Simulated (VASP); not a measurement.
Set up this calculation in VASP 6.6.1, as the native input.

| Quantity | Value |
| --- | --- |
| Task | single point |
| Functional | PBE |
| Potentials or basis | VASP PAW PBE potentials, release 64 (Al, O) |
| Cutoff | 520 eV |
| k mesh | 6 × 6 × 6 |
| Occupations | gaussian, width 0.01 eV |
| Spin | no spin polarisation |
| Dipole correction | no |
| Further INCAR settings | ALGO = Normal; EDIFF = 1e-06; NBANDS = 35 |

The structure of Al2O3 lies in POSCAR:

```
Al2O3
1.0
    2.4281617443      1.4018998367      4.4178130934
   -2.4281617443      1.4018998367      4.4178130934
    0.0000000000     -2.8037996734      4.4178130934
Al O
4 6
Direct
    0.3521453521      0.3521453521      0.3521453521
    0.1478546479      0.1478546479      0.1478546479
    0.6478546479      0.6478546479      0.6478546479
    0.8521453521      0.8521453521      0.8521453521
    0.5561715153      0.9438284847      0.2500000000
    0.2500000000      0.5561715153      0.9438284847
    0.9438284847      0.2500000000      0.5561715153
    0.4438284847      0.0561715153      0.7500000000
    0.7500000000      0.4438284847      0.0561715153
    0.0561715153      0.7500000000      0.4438284847
```

One way to write it, as run:

INCAR

```
SYSTEM = Al2O3
PREC = Accurate
ENCUT = 520
EDIFF = 1E-6
ISMEAR = 0
SIGMA = 0.01
LREAL = .False.
LASPH = .True.
NELM = 100
ALGO = Normal
ISIF = 2
LWAVE = .False.
LCHARG = .False.
GGA = PE
NBANDS = 35
```

KPOINTS

```
Automatic mesh
0
Gamma
  6 6 6
  0 0 0
```

Potentials or basis: VASP PAW PBE potentials, release 64 (Al, O).

The run is started by

```sh
$ cat potpaw_PBE.64/Al/POTCAR potpaw_PBE.64/O/POTCAR > POTCAR
$ mpirun -np 1 vasp_std > vasp.out
```

It gave:

The pressure is -6.6 GPa and the largest force is 0.029 eV/Å. The band gap on the k mesh is 5.49 eV.

Caveat: the cell stands under tension.

Wall time 43 s on 1 thread of Intel(R) Xeon(R) 6975P-C (Granite Rapids), on a shared host, peak memory 0.26 GiB.
